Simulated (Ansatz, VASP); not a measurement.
# Two plane-wave programs on In7S

```xyz
16
Lattice="3.6892 0.0000 0.0000 -1.8446 3.1949 0.0000 0.0000 0.0000 38.3161" Properties=species:S:1:pos:R:3 pbc="T T T"
In    0.0000    0.0000   36.9013
In   -1.8446    3.1949    1.4148
In    1.8446    1.0650   32.6403
In    0.0000    0.0000   30.0887
In    0.0000    2.1300   27.6414
In    0.0000    2.1300    5.6758
In   -1.8446    3.1949    8.2274
In    1.8446    1.0650   10.6747
In    1.8446    1.0650   25.2211
In    0.0000    0.0000   22.7969
In    1.8446    1.0650   17.9405
In    0.0000    2.1300   20.3756
In    0.0000    2.1300   13.0949
In   -1.8446    3.1949   15.5191
S     0.0000    2.1300   35.5364
S     1.8446    1.0650    2.7796
```

Alike in both runs: task single point; functional PBE; k mesh 6 × 6 × 1; occupations gaussian, width 0.2 eV; no spin polarisation.

|  | VASP | Ansatz |
| --- | --- | --- |
| version | VASP 6.6.1 | Ansatz 0.2.0 |
| potentials or method | VASP PAW PBE potentials, release 64 (In_d, S), cutoff 500 eV | scalar-relativistic, plane waves, PAW |
| valence electrons in the cell | 194 | 194 |

|  | VASP | Ansatz | Ansatz less VASP |
| --- | --- | --- | --- |
| gap on the k mesh at the Fermi level (eV) | none | none | - |
| pressure (GPa) | 0.2 | 0.2 | +0.07 |
| traceless stress, the component that is largest in VASP (GPa) | 0.97 | 0.97 | +0.001 |
| rms of the force components (eV/Å) | 0.023 | 0.023 | -0.0002 |

Atom by atom the forces differ by 0.002 eV/Å (rms over components). A gap of «none» marks a metal or a gap that the smearing closes.
